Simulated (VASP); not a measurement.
Here is a VASP 6.6.1 calculation.

Contents of INCAR:

```
SYSTEM = Re
ALGO = Normal
EDIFF = 1E-6
ENCUT = 520
GGA = PE
ISIF = 2
ISMEAR = -1
LASPH = .True.
LCHARG = .False.
LREAL = .False.
LWAVE = .False.
NBANDS = 10
NELM = 80
PREC = Accurate
SIGMA = 0.03
```

File KPOINTS:

```
k-points
0
Gamma
  14 14 14
  0 0 0
```

POSCAR

```
Re
1.0
    0.0000000000      2.0137353243      2.0137353243
    2.0137353243      0.0000000000      2.0137353243
    2.0137353243      2.0137353243      0.0000000000
Re
1
Direct
    0.0000000000      0.0000000000      0.0000000000
```

Potentials or basis: VASP PAW PBE potentials, release 64 (Re).

Run with:

```console
$ cat potpaw_PBE.64/Re/POTCAR > POTCAR
$ mpirun -np 1 vasp_std > vasp.out
```

Question: Predict the pressure.

Answer: -26.3 GPa.
